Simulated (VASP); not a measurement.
Te: relaxation of shape and atoms at fixed volume with PBE

The system is Te.

```
Te
1.0
     3.07620    0.00000    0.00000
     0.00000    3.07620    0.00000
     0.00000    0.00000    3.04846
Te
1
Direct
  0.50000 0.50000 0.50000
```

This isn't the form of Te at room conditions, which is trigonal, of chains.

- Program: VASP 6.6.1
- Task: relaxation of shape and atoms at fixed volume
- Functional: PBE
- Potentials or basis: VASP PAW PBE potentials, release 64 (Te)
- Cutoff: 600 eV
- k mesh: 16 × 16 × 18
- Occupations: gaussian, width 0.1 eV
- Spin: no spin polarisation
- Dipole correction: no
- Further INCAR settings: ALGO = Normal; EDIFF = 1e-07; IBRION = 2; EDIFFG = -0.01; NSW = 50; ISIF = 4

The energy gained by relaxing is 0.0 meV/atom and the ionic steps are 2. The pressure after relaxing is 8.6 GPa and the band gap on the k mesh is zero (bands 3 and 4 overlap by 6.41 eV).

Final structure:
```yaml
crystal:
  lattice:
    - [3.07453, 0.00000, 0.00000]
    - [0.00000, 3.07453, 0.00000]
    - [0.00000, 0.00000, 3.05176]
  atoms:
    - { symbol: Te, position: [0.50000, 0.50000, 0.50000] }
```

Levels at points of the mesh, in eV from the Fermi level:
```csv
k point,band 1,band 2,band 3,band 4,band 5,band 6,band 7
"(0.00, 0.00, 0.00)",-14.64,1.27,1.27,1.47,5.85,5.92,7.04
"(0.50, 0.00, 0.00)",-12.54,-6.96,2.95,3.15,7.89,9.90,10.25
"(0.50, 0.50, 0.00)",-10.35,-5.13,-5.13,1.49,4.81,11.67,12.73
"(0.00, 0.00, 0.50)",-12.44,-7.00,3.03,3.03,7.92,9.79,10.24
"(0.50, 0.00, 0.50)",-10.24,-5.19,-5.06,1.49,4.69,11.62,12.57
"(0.50, 0.50, 0.50)",-7.86,-3.52,-3.38,-3.38,4.01,4.01,4.09
```

Run time: 2.9 min on 1 thread of Intel Xeon 8259CL, on a shared host, peak memory 0.25 GiB.

Caveat: spin-orbit coupling is left out, which moves the levels of the heavy elements.
